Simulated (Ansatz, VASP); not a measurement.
# B5Ru3 in VASP and in Ansatz

```xyz
8
Lattice="2.9156 0.0000 0.0000 -1.4578 2.5250 0.0000 0.0000 0.0000 10.1165" Properties=species:S:1:pos:R:3 pbc="T T T"
B     0.0000    1.6833    6.4995
B     1.4578    0.8417    7.2464
B     0.0000    1.6833    3.6170
B     1.4578    0.8417    2.8702
B     0.0000    0.0000    0.0000
Ru    0.0000    1.6833    8.6887
Ru    0.0000    1.6833    1.4278
Ru    1.4578    0.8417    5.0583
```

Alike in both runs: task relaxation of cell and atoms; functional PBE; k mesh 12 × 12 × 4; occupations gaussian, width 0.1 eV; no spin polarisation.

|  | VASP | Ansatz |
| --- | --- | --- |
| version | VASP 6.6.1 | Ansatz 0.2.0 |
| potentials or method | VASP PAW PBE potentials, release 64 (B, Ru_pv), cutoff 600 eV | scalar-relativistic, plane waves, PAW |
| valence electrons in the cell | 57 | 63 |

```tsv
	VASP	Ansatz	Ansatz less VASP
gap on the k mesh at the Fermi level, each at its own relaxed structure (eV)	none	none	-
relaxed volume (Å³/atom)	9.32	9.32	+0.001
relaxed cell length with the largest relative difference (Å)	2.918	2.918	+0.0004
```

A gap of «none» marks a metal or a gap that the smearing closes. VASP's potentials hold 57 valence electrons a cell and Ansatz's 63, so a difference there can come from the potentials and not from the codes.
